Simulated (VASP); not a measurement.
# NaH (P6_3/mmc) in VASP: further runs

The runs below take NaH through single point, relaxation of shape and atoms at fixed volume, with PBE.

Program: VASP 6.6.1. These are calculated values, not measurements. Logs are shortened: lines on timing, memory, paths and dates and some standing lists are left out, and cuts for length are marked.

## Step 1: The cell of the first run

It takes space group P6_3/mmc (No. 194, hexagonal). Conventional cell: a = 3.486 Å, b = 3.486 Å, c = 11.860 Å, α = 90.00°, β = 90.00°, γ = 120.00°. Within 3.3 Å of Na (site symmetry 3m) lie 6 H at 2.48 to 2.52 Å and 1 Na at 3.04 Å. Within 3.3 Å of H (site symmetry -3m) lie 6 Na at 2.48 Å. H (site symmetry -6m2) has 6 Na at 2.52 Å within 3.3 Å.

## Step 2: Single point, PBE (15.60 Å³/atom)

INCAR

```
SYSTEM = NaH
ALGO = Normal
EDIFF = 1E-6
ENCUT = 500
GGA = PE
GGA_COMPAT = .False.
ISIF = 2
ISMEAR = 0
LASPH = .True.
LCHARG = .False.
LREAL = .False.
LWAVE = .False.
NBANDS = 26
NELM = 120
PREC = Accurate
SIGMA = 0.02
```

KPOINTS

```
k-points
0
Gamma
  12 12 2
  0 0 0
```

POSCAR

```
NaH
1.0
    3.4857482746      0.0000000000      0.0000000000
   -1.7428741373      3.0187465570      0.0000000000
    0.0000000000      0.0000000000     11.8604277068
Na H
4 4
Direct
    0.6666666667      0.3333333333      0.8780795698
    0.3333333333      0.6666666667      0.1219204302
    0.3333333333      0.6666666667      0.3780795698
    0.6666666667      0.3333333333      0.6219204302
    0.0000000000      0.0000000000      0.0000000000
    0.0000000000      0.0000000000      0.5000000000
    0.6666666667      0.3333333333      0.2500000000
    0.3333333333      0.6666666667      0.7500000000
```

Potentials or basis: VASP PAW PBE potentials, release 64 (Na_pv, H).

Command:

```
$ cat potpaw_PBE.64/Na_pv/POTCAR potpaw_PBE.64/H/POTCAR > POTCAR
$ mpirun -np 1 vasp_std > vasp.out
```

OUTCAR:

```text
SYSTEM = NaH
   EDIFF = 1E-6
   ENCUT = 500
   GGA = PE
   ISIF = 2
   ISMEAR = 0
   LASPH = .True.
   LREAL = .False.
   NELM = 120
   PREC = Accurate

 ion  position               nearest neighbor table
   1  0.667  0.333  0.878-
   2  0.333  0.667  0.122-
   3  0.333  0.667  0.378-
   4  0.667  0.333  0.622-
   5  0.000  0.000  0.000-
   6  0.000  0.000  0.500-
   7  0.667  0.333  0.250-
   8  0.333  0.667  0.750-

  LATTYP: Found a hexagonal cell.
 ALAT       =     3.4857482746
 C/A-ratio  =     3.4025485412

  Lattice vectors:

 A1 = (   3.4857482746,   0.0000000000,   0.0000000000)
 A2 = (  -1.7428741373,   3.0187465570,   0.0000000000)
 A3 = (   0.0000000000,   0.0000000000,  11.8604277068)

Analysis of symmetry for initial positions (statically):
=====================================================================
 Subroutine PRICEL returns:
 Original cell was already a primitive cell.

 Routine SETGRP: Setting up the symmetry group for a
 hexagonal supercell.

 Subroutine GETGRP returns: Found 24 space group operations
 (whereof 12 operations were pure point group operations)
 out of a pool of 24 trial point group operations.

The static configuration has the point symmetry D_3d.
 The point group associated with its full space group is D_6h.

Analysis of symmetry for dynamics (positions and initial velocities):
=====================================================================
 Subroutine PRICEL returns:
 Original cell was already a primitive cell.

 Routine SETGRP: Setting up the symmetry group for a
 hexagonal supercell.

 Subroutine GETGRP returns: Found 24 space group operations
 (whereof 12 operations were pure point group operations)
 out of a pool of 24 trial point group operations.

The dynamic configuration has the point symmetry D_3d.
 The point group associated with its full space group is D_6h.

 Subroutine INISYM returns: Found 24 space group operations
 (whereof 12 operations are pure point group operations),
 and found     1 'primitive' translations

----------------------------------------------------------------------------------------

                                     Primitive cell

  volume of cell :     124.8024

  direct lattice vectors                    reciprocal lattice vectors
     3.485748275  0.000000000  0.000000000     0.286882449  0.165631659  0.000000000
    -1.742874137  3.018746557  0.000000000     0.000000000  0.331263318  0.000000000
     0.000000000  0.000000000 11.860427707     0.000000000  0.000000000  0.084313991

  length of vectors
     3.485748275  3.485748275 11.860427707     0.331263318  0.331263318  0.084313991

  position of ions in fractional coordinates (direct lattice)
     0.666666667  0.333333333  0.878079570
     0.333333333  0.666666667  0.121920430
     0.333333333  0.666666667  0.378079570
     0.666666667  0.333333333  0.621920430
     0.000000000  0.000000000  0.000000000
     0.000000000  0.000000000  0.500000000
     0.666666667  0.333333333  0.250000000
     0.333333333  0.666666667  0.750000000

  ion indices of the primitive-cell ions
   primitive index   ion index
                 1           1
                 2           2
                 3           3
                 4           4
                 5           5
                 6           6
                 7           7
                 8           8

----------------------------------------------------------------------------------------

 KPOINTS: k-points

Automatic generation of k-mesh.
 Grid dimensions read from file:
 generate k-points for:   12   12    2

 Generating k-lattice:

  Cartesian coordinates                     Fractional coordinates (reciprocal lattice)
     0.023906871  0.013802638  0.000000000     0.083333333  0.000000000  0.000000000
     0.000000000  0.027605276  0.000000000     0.000000000  0.083333333  0.000000000
     0.000000000  0.000000000  0.042156996     0.000000000  0.000000000  0.500000000

  Length of vectors
     0.027605276  0.027605276  0.042156996

  Shift w.r.t. Gamma in fractional coordinates (k-lattice)
     0.000000000  0.000000000  0.000000000

 Subroutine IBZKPT returns following result:
 ===========================================

 Found     38 irreducible k-points:

 Following reciprocal coordinates:
            Coordinates               Weight
  0.000000  0.000000  0.000000      1.000000
  0.083333  0.000000  0.000000      6.000000
  0.166667  0.000000  0.000000      6.000000
  0.250000  0.000000  0.000000      6.000000
  0.333333  0.000000  0.000000      6.000000
  0.416667  0.000000  0.000000      6.000000
[... 16 lines left out ...]
  0.250000  0.000000  0.500000      6.000000
  0.333333  0.000000  0.500000      6.000000
 [... further k-points ...]
   k-points           NKPTS =     38   k-points in BZ     NKDIM =     38   number of bands    NBANDS=     26
   number of dos      NEDOS =    301   number of ions     NIONS =      8
   total plane-waves  NPLWV =  70560
   dimension x,y,z NGX =    28 NGY =   28 NGZ =   90
   dimension x,y,z NGXF=    56 NGYF=   56 NGZF=  180
   ions per type =               4   4
   NGX,Y,Z   is equivalent  to a cutoff of  13.35, 13.35, 12.62 a.u.
   NGXF,Y,Z  is equivalent  to a cutoff of  26.71, 26.71, 25.23 a.u.
 SYSTEM =  NaH
   PREC   = accura    normal or accurate (medium, high low for compatibility)
   ISTART =      0    job   : 0-new  1-cont  2-samecut
   ICHARG =      2    charge: 1-file 2-atom 10-const
   ISPIN  =      1    spin polarized calculation?
   LNONCOLLINEAR =      F non collinear calculations
   LSORBIT =      F    spin-orbit coupling
   LASPH  =      T    aspherical Exc in radial PAW
   ENCUT  =  500.0 eV  36.75 Ry    6.06 a.u.   6.36  6.36 21.62*2*pi/ulx,y,z
   NELM   =    120;   NELMIN=  2; NELMDL= -5     # of ELM steps
   EDIFF  = 0.1E-05   stopping-criterion for ELM
   LREAL  =      F    real-space projection
   EDIFFG = 0.1E-04   stopping-criterion for IOM
   NSW    =      0    number of steps for IOM
   IBRION =     -1    ionic relax: 0-MD 1-quasi-New 2-CG
   NFREE  =      0    steps in history (QN), initial steepest desc. (CG)
   ISIF   =      2    stress and relaxation
   ISYM   =      2    0-nonsym 1-usesym 2-fastsym
   POTIM  = 0.5000    time-step for ionic-motion
   TEBEG  =    0.0;   TEEND  =   0.0 temperature during run
   PSTRESS=    0.0 pullay stress
   NELECT =      32.0000    total number of electrons
   NUPDOWN=      -1.0000    fix difference up-down
   EMIN   =  10.00;   EMAX   =-10.00  energy-range for DOS
   EFERMI =   0.00;   METHOD = LEGACY
   ISMEAR =     0;   SIGMA  =   0.02  broadening in eV -4-tet -1-fermi 0-gaus
   EFERMI_NEDOS =   21; number of points for ismear=-14 and -15
   IALGO  =     38    algorithm
   IMIX   =      4    mixing-type and parameters
     AMIX     =   0.40;   BMIX     =  1.00
     AMIX_MAG =   1.60;   BMIX_MAG =  1.00
  volume/ion in A,a.u.               =      15.60       105.28
  Fermi-wavevector in a.u.,A,eV,Ry     =   1.040041  1.965393 14.717223  1.081685
  Thomas-Fermi vector in A             =   2.174599
   LORBIT       =      0    0 simple, 1 ext, 2 COOP (PROOUT), +10 PAW based schemes
   GGA     = PE    functional components
   LHFCALC =     F    Hartree Fock is set to
   AEXX    =    0.0000 exact exchange contribution
   IVDW    =     0    specifies the selected vdW correction
   LEPSILON=     F    determine dielectric tensor
   LRPA    =     F    only Hartree local field effects (RPA)
 non-spin polarized calculation
 Gauss-broadening in eV      SIGMA  =   0.02
  energy-cutoff  :      500.00
  volume of cell :      124.80
 maximum number of plane-waves:      3191
 NGX is ok and might be reduce to    28
   NGX = 13   NGY = 13   NGZ = 43

 number of electron      31.9999983 magnetization

 Free energy of the ion-electron system (eV)
  ---------------------------------------------------
  ext. energy  EPLUGINS =         0.00000000
  ---------------------------------------------------
  free energy    TOTEN  =       -20.10103408 eV

  energy without entropy =      -20.10103408  energy(sigma->0) =      -20.10103408

 E-fermi :  -1.2390     XC(G=0):  -7.4362

 val. band max:       -1.4000393170   @ k =   0.2500   0.2500   0.0000
 cond. band min:       1.9677190435   @ k =   0.0000   0.0000   0.0000
 fundamental gap:      3.3677583605
 Fermi energy:        -1.2389533299

 k-point     1 :       0.0000    0.0000    0.0000
  band No.  band energies     occupation
      1     -23.8580      2.00000
      2     -23.8238      2.00000
      3     -23.7907      2.00000
      4     -23.7740      2.00000
      5     -23.7740      2.00000
      6     -23.7699      2.00000
[... 18 lines left out ...]
     25      11.6431      0.00000
     26      12.3252      0.00000

 k-point     2 :       0.0833    0.0000    0.0000
  band No.  band energies     occupation
      1     -23.8568      2.00000
      2     -23.8238      2.00000
      3     -23.7901      2.00000
      4     -23.7776      2.00000
      5     -23.7750      2.00000
      6     -23.7738      2.00000
[... 18 lines left out ...]
     25      11.5232      0.00000
     26      11.9516      0.00000

 k-point     3 :       0.1667    0.0000    0.0000
  band No.  band energies     occupation
      1     -23.8533      2.00000
      2     -23.8240      2.00000
      3     -23.7896      2.00000
      4     -23.7875      2.00000
      5     -23.7841      2.00000
      6     -23.7812      2.00000
[... 572 lines left out ...]
 k-point    23 :       0.2500    0.0000    0.5000
  band No.  band energies     occupation
      1     -23.8387      2.00000
      2     -23.8387      2.00000
      3     -23.8024      2.00000
      4     -23.8024      2.00000
      5     -23.7908      2.00000
      6     -23.7908      2.00000
[... 18 lines left out ...]
     25      10.0026      0.00000
     26      10.0063      0.00000

 k-point    24 :       0.3333    0.0000    0.5000
  band No.  band energies     occupation
      1     -23.8361      2.00000
      2     -23.8361      2.00000
      3     -23.8167      2.00000
      4     -23.8167      2.00000
      5     -23.8030      2.00000
      6     -23.8030      2.00000
[... 18 lines left out ...]
     25       9.4488      0.00000
     26       9.4517      0.00000

 [... further k-points ...]

------------------------ aborting loop because EDIFF is reached ----------------------------------------

  FORCE on cell =-STRESS in cart. coord.  units (eV):
  Direction    XX          YY          ZZ          XY          YZ          ZX
  --------------------------------------------------------------------------------------
  -------------------------------------------------------------------------------------
  Total       -1.4333287     -1.4333287     -1.5394330     -0.0000000      0.0000000     -0.0000000
  in kB      -18.4006580    -18.4006580    -19.7627940     -0.0000000      0.0000000     -0.0000000
  external PRESSURE =     -18.8547033 kB  Pullay stress =       0.0000000 kB

 VOLUME and BASIS-vectors are now :
 -----------------------------------------------------------------------------
  energy-cutoff  :      500.00
  volume of cell :      124.80
      direct lattice vectors                 reciprocal lattice vectors
     3.485748275  0.000000000  0.000000000     0.286882449  0.165631659  0.000000000
    -1.742874137  3.018746557  0.000000000     0.000000000  0.331263318  0.000000000
     0.000000000  0.000000000 11.860427707     0.000000000  0.000000000  0.084313991

 POSITION                                       TOTAL-FORCE (eV/Angst)
 -----------------------------------------------------------------------------------
      1.74287      1.00625     10.41440        -0.000000      0.000000      0.007145
     -0.00000      2.01250      1.44603         0.000000      0.000000     -0.007145
     -0.00000      2.01250      4.48419         0.000000     -0.000000      0.007145
      1.74287      1.00625      7.37624         0.000000      0.000000     -0.007145
      0.00000      0.00000      0.00000         0.000000      0.000000      0.000000
      0.00000      0.00000      5.93021         0.000000      0.000000      0.000000
      1.74287      1.00625      2.96511         0.000000     -0.000000      0.000000
     -0.00000      2.01250      8.89532         0.000000      0.000000      0.000000
 -----------------------------------------------------------------------------------
    total drift:                               -0.000000      0.000000     -0.000000

  FREE ENERGIE OF THE ION-ELECTRON SYSTEM (eV)
  ---------------------------------------------------
  free  energy   TOTEN  =       -20.1010340792 eV

  energy  without entropy=      -20.1010340792  energy(sigma->0) =      -20.10103408
```

Run time: 74 s. Hardware: 1 thread of Intel Xeon Platinum 8488C (Sapphire Rapids), shared host; peak memory 0.28 GiB.

Results:

* Free energy: -20.1010 eV
* Pressure: -1.9 GPa
* Largest force: 0.007 eV/Å
* Band gap on the k mesh: 3.37 eV (least direct gap 3.99 eV)

Forces in eV/Å, atoms in the order of the input:
```
Na   0.000  0.000  0.007
Na   0.000  0.000 -0.007
Na   0.000  0.000  0.007
Na   0.000  0.000 -0.007
H    0.000  0.000  0.000
H    0.000  0.000  0.000
H    0.000  0.000  0.000
H    0.000  0.000  0.000
```

Stress tensor (GPa, compression positive):
```
-1.84  0.00  0.00
 0.00 -1.84  0.00
 0.00  0.00 -1.98
```

Levels at points of the mesh, in eV from the valence-band top:
| k point | band 14 | band 15 | band 16 | band 17 | band 18 | band 19 |
| --- | --- | --- | --- | --- | --- | --- |
| (0.00, 0.00, 0.00) | -2.56 | -2.34 | -0.96 | 3.37 | 6.40 | 6.44 |
| (0.50, 0.00, 0.00) | -0.60 | -0.43 | -0.16 | 3.83 | 3.97 | 4.88 |
| (0.00, 0.00, 0.50) | -3.12 | -1.52 | -1.52 | 4.34 | 4.34 | 8.60 |
| (0.50, 0.00, 0.50) | -0.73 | -0.27 | -0.27 | 4.03 | 4.03 | 4.74 |

A k mesh can miss the band edges.

## Step 3: Relaxation of shape and atoms at fixed volume, PBE (12.48 Å³/atom)

This run uses another cell than the first one, of 12.48 Å³/atom.

INCAR

```
SYSTEM = NaH
PREC = Accurate
ENCUT = 500
EDIFF = 1E-7
ISMEAR = 0
SIGMA = 0.02
LREAL = .False.
LASPH = .True.
NELM = 120
ALGO = Normal
ISIF = 4
LWAVE = .False.
LCHARG = .False.
GGA = PE
IBRION = 2
NSW = 50
EDIFFG = -0.01
GGA_COMPAT = .False.
NELMIN = 4
```

KPOINTS

```
regular mesh
0
Gamma
  12 12 2
  0 0 0
```

POSCAR

```
NaH
1.0
    3.2335795226      0.0000000000      0.0000000000
   -1.6167897613      2.8003620117      0.0000000000
    0.0000000000      0.0000000000     11.0259314487
Na H
4 4
Direct
    0.6666666667      0.3333333333      0.8778758272
    0.3333333333      0.6666666667      0.1221241728
    0.3333333333      0.6666666667      0.3778758272
    0.6666666667      0.3333333333      0.6221241728
    0.0000000000      0.0000000000      0.0000000000
    0.0000000000      0.0000000000      0.5000000000
    0.6666666667      0.3333333333      0.2500000000
    0.3333333333      0.6666666667      0.7500000000
```

Potentials or basis: VASP PAW PBE potentials, release 64 (Na_pv, H).

Command:

```
$ cat potpaw_PBE.64/Na_pv/POTCAR potpaw_PBE.64/H/POTCAR > POTCAR
$ mpirun -np 1 vasp_std > vasp.out
```

Wall time 42 s (1 thread of Intel Xeon Platinum 8488C (Sapphire Rapids), shared host); peak memory 0.21 GiB.

It converged, with:

```
Free energy             : -20.0188 eV
Pressure after relaxing : 3.7 GPa
Band gap on the k mesh  : 3.74 eV (least direct gap 4.43 eV)
```

Forces on the atoms (eV/Å):
```
Na   0.000  0.000 -0.003
Na   0.000  0.000  0.003
Na   0.000  0.000 -0.003
Na   0.000  0.000  0.003
H    0.000  0.000  0.000
H    0.000  0.000  0.000
H    0.000  0.000  0.000
H    0.000  0.000  0.000
```

Stress tensor (GPa, compression positive):
```
3.63 0.00 0.00
0.00 3.63 0.00
0.00 0.00 3.73
```

Final structure:
```cif
data_structure
_symmetry_space_group_name_H-M 'P 1'
_symmetry_Int_Tables_number 1
_cell_length_a 3.2336
_cell_length_b 3.2336
_cell_length_c 11.0259
_cell_angle_alpha 90.000
_cell_angle_beta 90.000
_cell_angle_gamma 120.000
_cell_volume 99.84
loop_
_atom_site_label
_atom_site_type_symbol
_atom_site_fract_x
_atom_site_fract_y
_atom_site_fract_z
_atom_site_occupancy
Na1 Na 0.66667 0.33333 0.87788 1
Na2 Na 0.33333 0.66667 0.12212 1
Na3 Na 0.33333 0.66667 0.37788 1
Na4 Na 0.66667 0.33333 0.62212 1
H1 H 0.00000 0.00000 0.00000 1
H2 H 0.00000 0.00000 0.50000 1
H3 H 0.66667 0.33333 0.25000 1
H4 H 0.33333 0.66667 0.75000 1
```

Levels at points of the mesh, in eV from the valence-band top:
| k point | band 13 | band 14 | band 15 | band 16 | band 17 | band 18 | band 19 | band 20 |
| --- | --- | --- | --- | --- | --- | --- | --- | --- |
| (0.00, 0.00, 0.00) | -3.98 | -3.01 | -2.80 | -1.12 | 3.74 | 7.33 | 7.43 | 11.48 |
| (0.50, 0.00, 0.00) | -0.91 | -0.66 | -0.53 | -0.22 | 4.21 | 4.41 | 5.41 | 5.76 |
| (0.00, 0.00, 0.50) | -3.70 | -3.70 | -1.80 | -1.80 | 4.89 | 4.89 | 10.15 | 10.15 |
| (0.50, 0.00, 0.50) | -0.82 | -0.82 | -0.34 | -0.34 | 4.46 | 4.46 | 5.25 | 5.25 |

Caveat: the relaxation stopped at its first step, so nothing moved. A k mesh can miss the band edges.

[end of part 1 of 2]
